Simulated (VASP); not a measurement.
# Mo (Im-3m) in VASP: a series of runs

Runs on Mo. Level: PBE. Tasks: single point, relaxation of cell and atoms.

All numbers are computed with VASP 6.6.1; they aren't measurements. Logs are shortened: lines on timing, memory, paths and dates and some standing lists are left out, and cuts for length are marked.

### 1 The cell of the first run

The structure is cubic, space group Im-3m (No. 229). The conventional cell has a = 3.161 Å, b = 3.161 Å, c = 3.161 Å, α = 90.00°, β = 90.00°, γ = 90.00°. Mo (site symmetry m-3m) has 14 Mo at 2.74 to 3.16 Å within 3.6 Å.

### 2 Single point, PBE

File INCAR:

```
ALGO = Normal ; EDIFF = 1E-7
ENCUT = 520 ; GGA = PE
ISIF = 2 ; ISMEAR = 0
LASPH = True ; LCHARG = True
LELF = True ; LREAL = False
LVHAR = True ; LWAVE = False
NBANDS = 13 ; NELM = 100
PREC = Accurate ; SIGMA = 0.2
```

File KPOINTS:

```
k-points
0
Gamma
  28 28 28
```

File POSCAR:

```
Mo
1.0
   -1.5805596635      1.5805596635      1.5805596635
    1.5805596635     -1.5805596635      1.5805596635
    1.5805596635      1.5805596635     -1.5805596635
Mo
1
Direct
    0.0000000000      0.0000000000      0.0000000000
```

Potentials or basis: VASP PAW PBE potentials, release 64 (Mo_sv).

Run with:

```sh
> cat potpaw_PBE.64/Mo_sv/POTCAR > POTCAR
> mpirun -np 1 vasp_std > vasp.out
```

OUTCAR:

```text
EDIFF = 1E-7
   ENCUT = 520
   GGA = PE
   ISIF = 2
   ISMEAR = 0
   LASPH = True
   LREAL = False
   NELM = 100
   PREC = Accurate

 ion  position               nearest neighbor table
   1  0.000  0.000  0.000-

  LATTYP: Found a body centered cubic cell.
 ALAT       =     3.1611193270

  Lattice vectors:

 A1 = (  -1.5805596635,   1.5805596635,   1.5805596635)
 A2 = (   1.5805596635,  -1.5805596635,   1.5805596635)
 A3 = (   1.5805596635,   1.5805596635,  -1.5805596635)

Analysis of symmetry for initial positions (statically):
=====================================================================
 Subroutine PRICEL returns:
 Original cell was already a primitive cell.

 Routine SETGRP: Setting up the symmetry group for a
 body centered cubic supercell.

 Subroutine GETGRP returns: Found 48 space group operations
 (whereof 48 operations were pure point group operations)
 out of a pool of 48 trial point group operations.

The static configuration has the point symmetry O_h .

Analysis of symmetry for dynamics (positions and initial velocities):
=====================================================================
 Subroutine PRICEL returns:
 Original cell was already a primitive cell.

 Routine SETGRP: Setting up the symmetry group for a
 body centered cubic supercell.

 Subroutine GETGRP returns: Found 48 space group operations
 (whereof 48 operations were pure point group operations)
 out of a pool of 48 trial point group operations.

The dynamic configuration has the point symmetry O_h .

 Subroutine INISYM returns: Found 48 space group operations
 (whereof 48 operations are pure point group operations),
 and found     1 'primitive' translations

----------------------------------------------------------------------------------------

                                     Primitive cell

  volume of cell :      15.7940

  direct lattice vectors                    reciprocal lattice vectors
    -1.580559664  1.580559664  1.580559664     0.000000000  0.316343642  0.316343642
     1.580559664 -1.580559664  1.580559664     0.316343642  0.000000000  0.316343642
     1.580559664  1.580559664 -1.580559664     0.316343642  0.316343642  0.000000000

  length of vectors
     2.737609642  2.737609642  2.737609642     0.447377469  0.447377469  0.447377469

  position of ions in fractional coordinates (direct lattice)
     0.000000000  0.000000000  0.000000000

  ion indices of the primitive-cell ions
   primitive index   ion index
                 1           1

----------------------------------------------------------------------------------------

 KPOINTS: k-points

Automatic generation of k-mesh.
 Grid dimensions read from file:
 generate k-points for:   28   28   28

 Generating k-lattice:

  Cartesian coordinates                     Fractional coordinates (reciprocal lattice)
     0.000000000  0.011297987  0.011297987     0.035714286  0.000000000  0.000000000
     0.011297987  0.000000000  0.011297987     0.000000000  0.035714286  0.000000000
     0.011297987  0.011297987  0.000000000     0.000000000  0.000000000  0.035714286

  Length of vectors
     0.015977767  0.015977767  0.015977767

  Shift w.r.t. Gamma in fractional coordinates (k-lattice)
     0.000000000  0.000000000  0.000000000

 Subroutine IBZKPT returns following result:
 ===========================================

 Found    624 irreducible k-points:

 Following reciprocal coordinates:
            Coordinates               Weight
  0.000000  0.000000  0.000000      1.000000
  0.035714  0.000000  0.000000     12.000000
  0.071429  0.000000  0.000000     12.000000
  0.107143  0.000000  0.000000     12.000000
  0.142857  0.000000  0.000000     12.000000
  0.178571  0.000000  0.000000     12.000000
[... 16 lines left out ...]
  0.285714  0.035714  0.000000     48.000000
  0.321429  0.035714  0.000000     48.000000
 [... further k-points ...]
   k-points           NKPTS =    624   k-points in BZ     NKDIM =    624   number of bands    NBANDS=     13
   number of dos      NEDOS =    301   number of ions     NIONS =      1
   total plane-waves  NPLWV =   8000
   dimension x,y,z NGX =    20 NGY =   20 NGZ =   20
   dimension x,y,z NGXF=    40 NGYF=   40 NGZF=   40
   ions per type =               1
   NGX,Y,Z   is equivalent  to a cutoff of  12.15, 12.15, 12.15 a.u.
   NGXF,Y,Z  is equivalent  to a cutoff of  24.29, 24.29, 24.29 a.u.
 SYSTEM =  unknown system
   PREC   = accura    normal or accurate (medium, high low for compatibility)
   ISTART =      0    job   : 0-new  1-cont  2-samecut
   ICHARG =      2    charge: 1-file 2-atom 10-const
   ISPIN  =      1    spin polarized calculation?
   LNONCOLLINEAR =      F non collinear calculations
   LSORBIT =      F    spin-orbit coupling
   LASPH  =      T    aspherical Exc in radial PAW
   ENCUT  =  520.0 eV  38.22 Ry    6.18 a.u.   5.09  5.09  5.09*2*pi/ulx,y,z
   NELM   =    100;   NELMIN=  2; NELMDL= -5     # of ELM steps
   EDIFF  = 0.1E-06   stopping-criterion for ELM
   LREAL  =      F    real-space projection
   EDIFFG = 0.1E-05   stopping-criterion for IOM
   NSW    =      0    number of steps for IOM
   IBRION =     -1    ionic relax: 0-MD 1-quasi-New 2-CG
   NFREE  =      0    steps in history (QN), initial steepest desc. (CG)
   ISIF   =      2    stress and relaxation
   ISYM   =      2    0-nonsym 1-usesym 2-fastsym
   POTIM  = 0.5000    time-step for ionic-motion
   TEBEG  =    0.0;   TEEND  =   0.0 temperature during run
   PSTRESS=    0.0 pullay stress
   NELECT =      14.0000    total number of electrons
   NUPDOWN=      -1.0000    fix difference up-down
   EMIN   =  10.00;   EMAX   =-10.00  energy-range for DOS
   EFERMI =   0.00;   METHOD = LEGACY
   ISMEAR =     0;   SIGMA  =   0.20  broadening in eV -4-tet -1-fermi 0-gaus
   EFERMI_NEDOS =   21; number of points for ismear=-14 and -15
   IALGO  =     38    algorithm
   IMIX   =      4    mixing-type and parameters
     AMIX     =   0.40;   BMIX     =  1.00
     AMIX_MAG =   1.60;   BMIX_MAG =  1.00
  volume/ion in A,a.u.               =      15.79       106.58
  Fermi-wavevector in a.u.,A,eV,Ry     =   1.572606  2.971795 33.648431  2.473090
  Thomas-Fermi vector in A             =   2.674015
   LORBIT       =      0    0 simple, 1 ext, 2 COOP (PROOUT), +10 PAW based schemes
   GGA     = PE    functional components
   LHFCALC =     F    Hartree Fock is set to
   AEXX    =    0.0000 exact exchange contribution
   IVDW    =     0    specifies the selected vdW correction
   LEPSILON=     F    determine dielectric tensor
   LRPA    =     F    only Hartree local field effects (RPA)
 non-spin polarized calculation
 Gauss-broadening in eV      SIGMA  =   0.20
  energy-cutoff  :      520.00
  volume of cell :       15.79
 maximum number of plane-waves:       438
   NGX = 11   NGY = 11   NGZ = 11

 number of electron      14.0000004 magnetization

 Free energy of the ion-electron system (eV)
  ---------------------------------------------------
  ext. energy  EPLUGINS =         0.00000000
  ---------------------------------------------------
  free energy    TOTEN  =       -10.94121679 eV

  energy without entropy =      -10.92782084  energy(sigma->0) =      -10.93451881

 E-fermi :  12.4472     XC(G=0): -13.3325

 val. band max:       12.4465050539   @ k =   0.3571   0.0714   0.0714
 cond. band min:      12.4510291528   @ k =  -0.2857   0.3571   0.2143
 fundamental gap:      0.0045240990
 Fermi energy:        12.4472167528

 k-point     1 :       0.0000    0.0000    0.0000
  band No.  band energies     occupation
      1     -48.8534      2.00000
      2     -22.1431      2.00000
      3     -22.1431      2.00000
      4     -22.1431      2.00000
      5       5.2263      2.00000
      6      11.0826      2.00000
      7      11.0826      2.00000
      8      11.0826      2.00000
      9      14.0704      0.00000
     10      14.0704      0.00000
     11      27.2442      0.00000
     12      27.2442      0.00000
     13      27.2442      0.00000

 k-point     2 :       0.0357    0.0000    0.0000
  band No.  band energies     occupation
      1     -48.8503      2.00000
      2     -22.1613      2.00000
      3     -22.1487      2.00000
      4     -22.1432      2.00000
      5       5.2827      2.00000
      6      11.0507      2.00000
      7      11.0780      2.00000
      8      11.1350      2.00000
      9      14.0214      0.00000
     10      14.0710      0.00000
     11      27.2874      0.00000
     12      27.3388      0.00000
     13      27.3569      0.00000

 k-point     3 :       0.0714    0.0000    0.0000
  band No.  band energies     occupation
      1     -48.8410      2.00000
      2     -22.2148      2.00000
      3     -22.1652      2.00000
      4     -22.1436      2.00000
      5       5.4488      2.00000
      6      10.9580      2.00000
      7      11.0609      2.00000
      8      11.2913      2.00000
      9      13.8913      0.00000
     10      14.0740      0.00000
     11      27.4070      0.00000
     12      27.6194      0.00000
     13      27.6709      0.00000
[... 305 lines left out ...]
 k-point    23 :       0.2857    0.0357    0.0000
  band No.  band energies     occupation
      1     -48.6844      2.00000
      2     -23.0654      2.00000
      3     -22.4359      2.00000
      4     -22.1572      2.00000
      5       7.4807      2.00000
      6       9.6591      2.00000
      7      11.2249      2.00000
      8      13.6869      0.00000
      9      14.3921      0.00000
     10      14.5359      0.00000
     11      26.4158      0.00000
     12      27.4204      0.00000
     13      32.7719      0.00000

 k-point    24 :       0.3214    0.0357    0.0000
  band No.  band energies     occupation
      1     -48.6586      2.00000
      2     -23.1960      2.00000
      3     -22.4798      2.00000
      4     -22.1584      2.00000
      5       7.4837      2.00000
      6       9.4788      2.00000
      7      11.7158      2.00000
      8      13.8486      0.00000
      9      14.4831      0.00000
     10      15.2182      0.00000
     11      25.8318      0.00000
     12      26.5544      0.00000
     13      32.7293      0.00000

 [... further k-points ...]
[... 5 lines left out ...]
  --------------------------------------------------------------------------------------
  -------------------------------------------------------------------------------------
  Total        0.0498690      0.0498690      0.0498690     -0.0000000     -0.0000000      0.0000000
  in kB        5.0588122      5.0588122      5.0588122     -0.0000000     -0.0000000      0.0000000
  external PRESSURE =       5.0588122 kB  Pullay stress =       0.0000000 kB

 VOLUME and BASIS-vectors are now :
 -----------------------------------------------------------------------------
  energy-cutoff  :      520.00
  volume of cell :       15.79
      direct lattice vectors                 reciprocal lattice vectors
    -1.580559664  1.580559664  1.580559664     0.000000000  0.316343642  0.316343642
     1.580559664 -1.580559664  1.580559664     0.316343642  0.000000000  0.316343642
     1.580559664  1.580559664 -1.580559664     0.316343642  0.316343642  0.000000000

 POSITION                                       TOTAL-FORCE (eV/Angst)
 -----------------------------------------------------------------------------------
      0.00000      0.00000      0.00000        -0.000000      0.000000      0.000000
 -----------------------------------------------------------------------------------
    total drift:                                0.000000     -0.000000      0.000000

  FREE ENERGIE OF THE ION-ELECTRON SYSTEM (eV)
  ---------------------------------------------------
  free  energy   TOTEN  =       -10.9412167857 eV

  energy  without entropy=      -10.9278208442  energy(sigma->0) =      -10.93451881
```

Run time: 59 s. Hardware: 1 thread of Intel Xeon Platinum 8488C (Sapphire Rapids), shared host; peak memory 0.22 GiB.

Results:

```
Free energy            : -10.9412 eV
Pressure               : 0.5 GPa
Band gap on the k mesh : zero (band 7 reaches 16.35 eV, above the bottom of band 8 at 11.08 eV)
```

### 3 Relaxation of cell and atoms, PBE

This run uses another cell than the first one, of 15.58 Å³/atom, 0.987 times its volume.

File INCAR:

```
SYSTEM = Mo
PREC = Accurate
ENCUT = 600
EDIFF = 1E-6
ISMEAR = 0
SIGMA = 0.2
LREAL = .False.
LASPH = .True.
NELM = 60
ALGO = Fast
ISIF = 3
LWAVE = .False.
LCHARG = .False.
GGA = PE
IBRION = 2
NSW = 80
EDIFFG = -0.001
```

File KPOINTS:

```
Automatic mesh
0
Gamma
  28 28 28
  0 0 0
```

File POSCAR:

```
Mo
1.0
   -1.5734150000      1.5734150000      1.5734150000
    1.5734150000     -1.5734150000      1.5734150000
    1.5734150000      1.5734150000     -1.5734150000
Mo
1
Direct
    0.0000000000      0.0000000000      0.0000000000
```

Potentials or basis: VASP PAW PBE potentials, release 64 (Mo_sv).

Run with:

```sh
> cat potpaw_PBE.64/Mo_sv/POTCAR > POTCAR
> mpirun -np 1 vasp_std > vasp.out
```

It took 2.5 min on 1 thread of Intel Xeon 6975P-C (Granite Rapids), shared host; peak memory 0.27 GiB.

The run converged. Its results:

- Free energy: -10.9411 eV
- Relaxed volume: 15.82 Å³/atom
- Relaxed cell: a = 2.739 Å, b = 2.739 Å, c = 2.739 Å, α = 109.47°, β = 109.47°, γ = 109.47°
- Space group after relaxing (to 0.05 Å): Im-3m (No. 229)
- Energy gained by relaxing: 3.0 meV/atom
- Ionic steps: 8
- Pressure after relaxing: 0.0 GPa
- Band gap on the k mesh: zero (band 7 reaches 16.31 eV, above the bottom of band 8 at 11.06 eV)

The path:
```
step  energy change (eV)  largest force (eV/Å)  pressure (GPa)  volume (Å³)
   1              0.0000                0.0000            4.10        15.58
   2              0.0190                0.0000          -10.02        16.50
   3             -0.0030                0.0000           -0.03        15.82
   4             -0.0030                0.0000           -0.02        15.82
   5             -0.0030                0.0000            0.20        15.81
   6             -0.0030                0.0000            0.16        15.81
   7             -0.0030                0.0000            0.14        15.81
   8             -0.0030                0.0000            0.01        15.82
```

Final structure:
```
Mo
1.0
    -1.58138    1.58138    1.58138
     1.58138   -1.58138    1.58138
     1.58138    1.58138   -1.58138
Mo
1
Cartesian
  0.0000 0.0000 0.0000
```

Levels at points of the mesh, in eV from the Fermi level:
```tsv
k point	band 5	band 6	band 7	band 8	band 9	band 10
(0.00, 0.00, 0.00)	-7.21	-1.36	-1.36	-1.36	1.62	1.62
(0.50, 0.00, 0.00)	-5.27	-3.37	1.56	1.64	2.26	4.64
(0.50, 0.50, 0.50)	-5.37	-5.37	3.89	3.89	3.89	8.95
```
